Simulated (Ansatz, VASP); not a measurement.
This is a calculation of Mg for Ansatz 0.2.0.

File input.yaml:

```yaml
crystal:
  lattice:
    - [-1.7727644967, 1.7727644967, 1.7727644967]
    - [1.7727644967, -1.7727644967, 1.7727644967]
    - [1.7727644967, 1.7727644967, -1.7727644967]
  atoms:
    - { symbol: Mg, position: [0.0, 0.0, 0.0] }
kpoints:
  mp_grid: { grid: [11, 11, 11] }
scf:
  occupations: { method: gaussian, width: 0.02 }
hamiltonian:
  xc: rpbe
  pseudopotentials: { kind: all_electron, lapw: { basis_error: 0.001 } }
output:
  forces: true
  stress: true
  eigenvalues: true
```

Potentials or basis: all-electron LAPW, scalar-relativistic.

Launch:

```bash
$ ansatz run input.yaml --threads 1 --pin off --max-ram 3072MiB --backend cpu --events-out ev --progress --plain --runs-dir out
```

Translate it to VASP 6.6.1. Potentials there: VASP PAW PBE potentials, release 64 (Mg).

As run (the cutoff follows the program's own potentials):

The input INCAR:

```
SYSTEM = Mg
PREC = Accurate
ENCUT = 520
EDIFF = 1E-6
ISMEAR = 0
SIGMA = 0.02
LREAL = .FALSE.
LASPH = .TRUE.
NELM = 60
ALGO = Fast
ISIF = 2
LWAVE = .FALSE.
LCHARG = .FALSE.
GGA = RP
NBANDS = 7
```

The input KPOINTS:

```
Automatic mesh
0
G
  11 11 11
  0 0 0
```

POSCAR

```
Mg
1.0
   -1.7727644967      1.7727644967      1.7727644967
    1.7727644967     -1.7727644967      1.7727644967
    1.7727644967      1.7727644967     -1.7727644967
Mg
1
Direct
    0.0000000000      0.0000000000      0.0000000000
```

Potentials or basis: VASP PAW PBE potentials, release 64 (Mg).

Run with:

```sh
$ cat potpaw_PBE.64/Mg/POTCAR > POTCAR
$ mpirun -np 1 vasp_std > vasp.out
```

Both were run:

|  | VASP | Ansatz | Ansatz less VASP |
| --- | --- | --- | --- |
| gap on the k mesh at the Fermi level (eV) | none | none | - |
| pressure (GPa) | 2.0 | 2.1 | +0.15 |

VASP's potentials were made for PBE, not for RPBE. A gap of «none» marks a metal or a gap that the smearing closes. Ansatz ran all-electron here, and VASP with PAW potentials.
